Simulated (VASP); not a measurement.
# Ge2Sb2Te5 (C2/m) in VASP: single point with PBE

Aim: the single point of Ge2Sb2Te5 with PBE.

All numbers are computed with VASP 6.6.1; they aren't measurements. Logs are shortened: lines on timing, memory, paths and dates and some standing lists are left out, and cuts for length are marked.

### 1 The cell of the first run

The typed cell holds 9 atoms: a = 4.203 Å, b = 4.203 Å, c = 18.148 Å, α = 96.66°, β = 83.34°, γ = 119.99°.

### 2 Single point, PBE

Input file INCAR:

```
SYSTEM = Ge2Sb2Te5
PREC = Accurate
ENCUT = 520
EDIFF = 1E-6
ISMEAR = 0
SIGMA = 0.03
LREAL = .FALSE.
LASPH = .TRUE.
NELM = 60
ALGO = Normal
ISIF = 2
LWAVE = .FALSE.
LCHARG = .TRUE.
GGA = PE
LELF = .TRUE.
LVHAR = .TRUE.
NBANDS = 44
```

Input file KPOINTS:

```
regular mesh
0
G
  10 10 2
  0 0 0
```

Input file POSCAR:

```
Ge2Sb2Te5
1.0
    4.2032963720      0.0005239110      0.0004319161
   -2.1011944657      3.6404233933     -0.0004319161
    2.1032601797     -1.2143178309     17.9849771134
Te Sb Ge
5 2 2
Direct
    0.0000000000      0.0000000000      0.0000000000
    0.5973041731      0.4026958269      0.2078240895
    0.1952615637      0.8047384363      0.4140452969
    0.8047384363      0.1952615637      0.5859547031
    0.4026958269      0.5973041731      0.7921759105
    0.2962917018      0.7037082982      0.1110322718
    0.7037082982      0.2962917018      0.8889677282
    0.8888835239      0.1111164761      0.3333812383
    0.1111164761      0.8888835239      0.6666187617
```

Potentials or basis: VASP PAW PBE potentials, release 64 (Te, Sb, Ge_d).

Command:

```sh
> cat potpaw_PBE.64/Te/POTCAR potpaw_PBE.64/Sb/POTCAR potpaw_PBE.64/Ge_d/POTCAR > POTCAR
> mpirun -np 1 vasp_std > vasp.out
```

OUTCAR:

```text
SYSTEM = Ge2Sb2Te5
   PREC = Accurate
   ENCUT = 520
   EDIFF = 1E-6
   ISMEAR = 0
   LREAL = .FALSE.
   LASPH = .TRUE.
   NELM = 60
   ISIF = 2
   GGA = PE

 ion  position               nearest neighbor table
   1  0.000  0.000  0.000-   6 3.14   7 3.14   6 3.14   7 3.14   7 3.14   6 3.14
   2  0.597  0.403  0.208-   6 2.99   6 2.99   6 2.99
   3  0.195  0.805  0.414-   8 2.83   8 2.83   8 2.83
   4  0.805  0.195  0.586-   9 2.83   9 2.83   9 2.83
   5  0.403  0.597  0.792-   7 2.99   7 2.99   7 2.99
   6  0.296  0.704  0.111-   2 2.99   2 2.99   2 2.99   1 3.14   1 3.14   1 3.14
   7  0.704  0.296  0.889-   5 2.99   5 2.99   5 2.99   1 3.14   1 3.14   1 3.14
   8  0.889  0.111  0.333-   3 2.83   3 2.83   3 2.83
   9  0.111  0.889  0.667-   4 2.83   4 2.83   4 2.83

  LATTYP: Found a base centered monoclinic cell.
 ALAT       =     7.2797990158
 B/A-ratio  =     0.5775164676
 C/A-ratio  =     2.4929553692
 COS(beta)  =    -0.1339398887

  Lattice vectors:

 A1 = (  -2.1011944657,   3.6404233933,  -0.0004319161)
 A2 = (  -4.2032963720,  -0.0005239110,  -0.0004319161)
 A3 = (   2.1032601797,  -1.2143178309,  17.9849771134)

Analysis of symmetry for initial positions (statically):
=====================================================================
 Subroutine PRICEL returns:
 Original cell was already a primitive cell.

 Routine SETGRP: Setting up the symmetry group for a
 base centered monoclinic supercell.

 Subroutine GETGRP returns: Found  4 space group operations
 (whereof  4 operations were pure point group operations)
 out of a pool of  4 trial point group operations.

The static configuration has the point symmetry C_2h.

Analysis of symmetry for dynamics (positions and initial velocities):
=====================================================================
 Subroutine PRICEL returns:
 Original cell was already a primitive cell.

 Routine SETGRP: Setting up the symmetry group for a
 base centered monoclinic supercell.

 Subroutine GETGRP returns: Found  4 space group operations
 (whereof  4 operations were pure point group operations)
 out of a pool of  4 trial point group operations.

The dynamic configuration has the point symmetry C_2h.

 Subroutine INISYM returns: Found  4 space group operations
 (whereof  4 operations are pure point group operations),
 and found     1 'primitive' translations

----------------------------------------------------------------------------------------

                                     Primitive cell

  volume of cell :     275.2175

[... 106 lines left out ...]
   IBRION =     -1    ionic relax: 0-MD 1-quasi-New 2-CG
   NFREE  =      0    steps in history (QN), initial steepest desc. (CG)
   ISIF   =      2    stress and relaxation
   ISYM   =      2    0-nonsym 1-usesym 2-fastsym
   POTIM  = 0.5000    time-step for ionic-motion
   TEBEG  =    0.0;   TEEND  =   0.0 temperature during run
   PSTRESS=    0.0 pullay stress
   NELECT =      68.0000    total number of electrons
   NUPDOWN=      -1.0000    fix difference up-down
   EMIN   =  10.00;   EMAX   =-10.00  energy-range for DOS
   EFERMI =   0.00;   METHOD = LEGACY
   ISMEAR =     0;   SIGMA  =   0.03  broadening in eV -4-tet -1-fermi 0-gaus
   EFERMI_NEDOS =   21; number of points for ismear=-14 and -15
   IALGO  =     38    algorithm
   IMIX   =      4    mixing-type and parameters
     AMIX     =   0.40;   BMIX     =  1.00
     AMIX_MAG =   1.60;   BMIX_MAG =  1.00
  volume/ion in A,a.u.               =      30.58       206.36
  Fermi-wavevector in a.u.,A,eV,Ry     =   1.027273  1.941264 14.358083  1.055289
  Thomas-Fermi vector in A             =   2.161209
   LORBIT       =      0    0 simple, 1 ext, 2 COOP (PROOUT), +10 PAW based schemes
   GGA     = PE    functional components
   LHFCALC =     F    Hartree Fock is set to
   AEXX    =    0.0000 exact exchange contribution
   IVDW    =     0    specifies the selected vdW correction
   LEPSILON=     F    determine dielectric tensor
   LRPA    =     F    only Hartree local field effects (RPA)
 non-spin polarized calculation
 Gauss-broadening in eV      SIGMA  =   0.03
  energy-cutoff  :      520.00
  volume of cell :      275.22
 maximum number of plane-waves:      7444
   NGX = 15   NGY = 15   NGZ = 67

 number of electron      67.9999997 magnetization

 Free energy of the ion-electron system (eV)
  ---------------------------------------------------
  ext. energy  EPLUGINS =         0.00000000
  ---------------------------------------------------
  free energy    TOTEN  =       -33.77299452 eV

  energy without entropy =      -33.77259410  energy(sigma->0) =      -33.77279431

 E-fermi :   6.3934     XC(G=0):  -9.3535

 val. band max:        6.3726759790   @ k =   0.1000   0.0000   0.5000
 cond. band min:       6.4084940675   @ k =   0.5000   0.5000  -0.0000
 fundamental gap:      0.0358180886
 Fermi energy:         6.3934052268

 k-point     1 :       0.0000    0.0000    0.0000
  band No.  band energies     occupation
      1     -18.5717      2.00000
      2     -18.5717      2.00000
      3     -18.5717      2.00000
      4     -18.5717      2.00000
      5     -18.5579      2.00000
      6     -18.5579      2.00000
[... 1117 lines left out ...]
     43      10.0569      0.00000
     44      10.3232      0.00000

 [... further k-points ...]
[... 5 lines left out ...]
  --------------------------------------------------------------------------------------
  -------------------------------------------------------------------------------------
  Total        2.5479417      2.5527731      2.3880440      0.0041842      0.0010989     -0.0019032
  in kB       14.8328286     14.8609551     13.9019854      0.0243583      0.0063971     -0.0110792
  external PRESSURE =      14.5319230 kB  Pullay stress =       0.0000000 kB

 VOLUME and BASIS-vectors are now :
 -----------------------------------------------------------------------------
  energy-cutoff  :      520.00
  volume of cell :      275.22
      direct lattice vectors                 reciprocal lattice vectors
     4.203296372  0.000523911  0.000431916     0.237893307  0.137306031 -0.018549835
    -2.101194466  3.640423393 -0.000431916    -0.000036142  0.274674663  0.018549835
     2.103260180 -1.214317831 17.984977113    -0.000005714  0.000003299  0.055602852

 POSITION                                       TOTAL-FORCE (eV/Angst)
 -----------------------------------------------------------------------------------
      0.00000      0.00000      0.00000        -0.000000     -0.000000      0.000000
      2.10161      1.21393      3.73780         0.000126     -0.000073      0.255788
      0.00068      2.42691      7.44633         0.000051     -0.000030     -0.146448
      4.20469     -0.00028     10.53865        -0.000051      0.000030      0.146448
      2.10375      1.21270     14.24718        -0.000126      0.000073     -0.255788
      0.00030      2.42712      1.99674         0.000163     -0.000094     -0.005060
      4.20506     -0.00049     15.98824        -0.000163      0.000094      0.005060
      4.20395      0.00015      5.99619        -0.000156      0.000090     -0.034158
      0.00141      2.42648     11.98879         0.000156     -0.000090      0.034158
 -----------------------------------------------------------------------------------
    total drift:                               -0.000000      0.000000     -0.000000

  FREE ENERGIE OF THE ION-ELECTRON SYSTEM (eV)
  ---------------------------------------------------
  free  energy   TOTEN  =       -33.7729945178 eV

  energy  without entropy=      -33.7725941022  energy(sigma->0) =      -33.77279431
```

OSZICAR:

```text
N       E                     dE             d eps       ncg     rms          rms(c)
DAV:   1     0.601237934057E+03    0.60124E+03   -0.27369E+04  6800   0.205E+03
DAV:   2     0.642395379177E+02   -0.53700E+03   -0.51571E+03  5876   0.584E+02
DAV:   3    -0.276380530614E+02   -0.91878E+02   -0.88729E+02  6384   0.152E+02
DAV:   4    -0.338014750465E+02   -0.61634E+01   -0.60924E+01  6584   0.461E+01
[... 14 lines left out ...]
DAV:  19    -0.337730406792E+02    0.89529E-05   -0.12283E-05  5656   0.134E-02    0.172E-01
DAV:  20    -0.337730351499E+02    0.55293E-05   -0.15904E-06  4052   0.472E-03    0.161E-01
DAV:  21    -0.337730001206E+02    0.35029E-04   -0.35602E-05  6260   0.242E-02    0.713E-02
DAV:  22    -0.337729948605E+02    0.52601E-05   -0.10342E-05  6388   0.106E-02    0.394E-02
DAV:  23    -0.337729945178E+02    0.34266E-06   -0.32260E-07  3364   0.306E-03
   1 F= -.33772995E+02 E0= -.33772794E+02  d E =-.400416E-03
```

It took 15 min on 1 thread of Intel Xeon Platinum 8559C (Emerald Rapids), shared host; peak memory 0.82 GiB.

Results:

| Property | Result |
| --- | --- |
| Free energy | -33.7730 eV |
| Pressure | 1.5 GPa |
| Largest force | 0.256 eV/Å |
| Band gap on the k mesh | 0.04 eV, indirect (least direct gap 0.15 eV) |

Forces on the atoms (eV/Å):
```
Te   0.000  0.000  0.000
Te   0.000  0.000  0.256
Te   0.000  0.000 -0.146
Te   0.000  0.000  0.146
Te   0.000  0.000 -0.256
Sb   0.000  0.000 -0.005
Sb   0.000  0.000  0.005
Ge   0.000  0.000 -0.034
Ge   0.000  0.000  0.034
```

Levels at points of the mesh, in eV from the valence-band top:
```tsv
k point	band 30	band 31	band 32	band 33	band 34	band 35	band 36	band 37	band 38	band 39
(0.00, 0.00, 0.00)	-1.38	-1.38	-1.31	-1.18	-0.08	0.10	0.10	0.37	1.02	1.03
(0.50, 0.00, 0.00)	-2.70	-1.84	-1.82	-1.49	-1.44	0.10	0.49	0.52	1.32	1.69
(0.50, 0.50, 0.00)	-2.46	-2.26	-2.19	-1.91	-0.86	0.04	0.61	0.66	1.30	1.68
(0.00, 0.00, 0.50)	-1.57	-1.40	-1.40	-0.96	-0.14	0.11	0.11	0.39	1.02	1.02
(0.50, 0.00, 0.50)	-2.46	-2.27	-2.19	-1.91	-0.85	0.04	0.61	0.66	1.31	1.68
(0.50, 0.50, 0.50)	-2.70	-1.84	-1.82	-1.49	-1.45	0.10	0.49	0.52	1.32	1.69
```

Caveat: spin-orbit coupling is left out, which moves the levels of the heavy elements; this functional lacks dispersion, which binds the layers, so the pressure and a relaxed spacing across them are unreliable.
